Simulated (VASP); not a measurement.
Runs of VASP 6.6.1 on Mg. The structure is that of space group Im-3m (No. 229), or close to it. The cells are those of the table. 

```tsv
cell	k mesh	gap on the mesh (eV)	pressure (GPa)
a = 2.997 Å, angles 109.5°, 1 atom	18 × 18 × 18	none	3.5
a = 2.861 Å, angles 109.5°, 1 atom	18 × 18 × 18	none	(b)
a = 2.762 Å, angles 109.5°, 1 atom	20 × 20 × 20	none	23.6
a = 2.908 Å, angles 109.5°, 1 atom	18 × 18 × 18	none	9.1
a = 2.812 Å, angles 109.5°, 1 atom	20 × 20 × 20	none	(a)
```

Alike in all rows: task single point; level r2SCAN; potentials or basis VASP PAW PBE potentials, release 64 (Mg); no spin polarisation; cutoff (eV) 520; smearing gaussian 0.05 eV.

Problem. Fill in the values left out.

Solution. (a) 17.7; (b) 13.0.

Caveats: the PAW data sets were made with another functional, which shifts forces and pressure a little.

A gap of «none» marks levels without a gap at the run's occupations.
